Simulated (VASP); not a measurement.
Ge, 4 atoms in the cell. The cell holds a sheet with vacuum, 4 atoms: a = 5.402 Å, b = 5.402 Å, c = 24.463 Å, α = 90.00°, β = 90.00°, γ = 120.00°. The cell was built from a structure type or drawn by symmetry, and may not be a known phase.

| Property | Result |
| --- | --- |
| Program | VASP 6.6.1 |
| Task | single point |
| Functional | PBE |
| Potentials or basis | VASP PAW PBE potentials, release 64 (Ge_d) |
| Cutoff | 520 eV |
| k mesh | 3 × 3 × 1 |
| Occupations | gaussian, width 0.1 eV |
| Spin | no spin polarisation |
| Dipole correction | yes |
| Further INCAR settings | ALGO = Normal; EDIFF = 1e-07; NBANDS = 36 |

Potentials or basis: VASP PAW PBE potentials, release 64 (Ge_d).

Run with:

```console
$ cat potpaw_PBE.64/Ge_d/POTCAR > POTCAR
$ mpirun -np 1 vasp_std > vasp.out
```

Hardware: 1 thread of Intel(R) Xeon(R) 6975P-C (Granite Rapids), on a shared host.

Q: Estimate the wall time of this run.

A: Run time: 89 s on 1 thread of Intel(R) Xeon(R) 6975P-C (Granite Rapids), with other jobs on the host, peak memory 0.6 GiB. Counts: scf iterations 24, k points 3.
